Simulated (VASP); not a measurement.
Write the native input for VASP 6.6.1 that does the following.

```
Task                   : relaxation of cell and atoms
Functional             : PBE
Potentials or basis    : VASP PAW PBE potentials, release 64 (Mo_sv)
Cutoff                 : 600 eV
k mesh                 : 28 × 28 × 28
Occupations            : fermi-dirac, width 0.15 eV
Spin                   : no spin polarisation
Target pressure        : 45 GPa
Dipole correction      : no
Further INCAR settings : ALGO = Fast; EDIFF = 1e-07; IBRION = 2; EDIFFG = -0.001; NSW = 80; ISIF = 3
```

The structure of Mo lies in POSCAR:

```
Mo
1.0
   -1.5124484980      1.5124484980      1.5124484980
    1.5124484980     -1.5124484980      1.5124484980
    1.5124484980      1.5124484980     -1.5124484980
Mo
1
Direct
    0.0000000000      0.0000000000      0.0000000000
```

One way to write it, as run:

INCAR

```
SYSTEM = Mo
ALGO = Fast
EDIFF = 1E-7
EDIFFG = -0.001
ENCUT = 600
GGA = PE
IBRION = 2
ISIF = 3
ISMEAR = -1
LASPH = .True.
LCHARG = .False.
LREAL = .False.
LWAVE = .False.
NELM = 80
NSW = 80
PREC = Accurate
PSTRESS = 450.0
SIGMA = 0.15
```

KPOINTS

```
k-points
0
Gamma
  28 28 28
  0 0 0
```

Potentials or basis: VASP PAW PBE potentials, release 64 (Mo_sv).

Command:

```bash
$ cat potpaw_PBE.64/Mo_sv/POTCAR > POTCAR
$ mpirun -np 1 vasp_std > vasp.out
```

It gave:

```yaml
Relaxed_volume: 13.87 Å³/atom
Relaxed_cell: a = 2.621 Å, b = 2.621 Å, c = 2.621 Å, α = 109.47°, β = 109.47°, γ = 109.47°
Space_group_after_relaxing_to_0.05_Å: Im-3m (No. 229)
Energy_change_on_relaxing_the_enthalpy_is_what_falls: -8.1 meV/atom
Ionic_steps: 6
Pressure_after_relaxing: 45.0 GPa
Band_gap_on_the_k_mesh: zero (band 7 reaches 19.33 eV, above the bottom of band 8 at 13.00 eV)
```

Caveat: the cell is relaxed towards a set pressure, so the enthalpy falls and the energy may rise.

Wall time 4.1 min on 1 thread of Intel Xeon 6975P-C, on a shared host, peak memory 0.25 GiB.
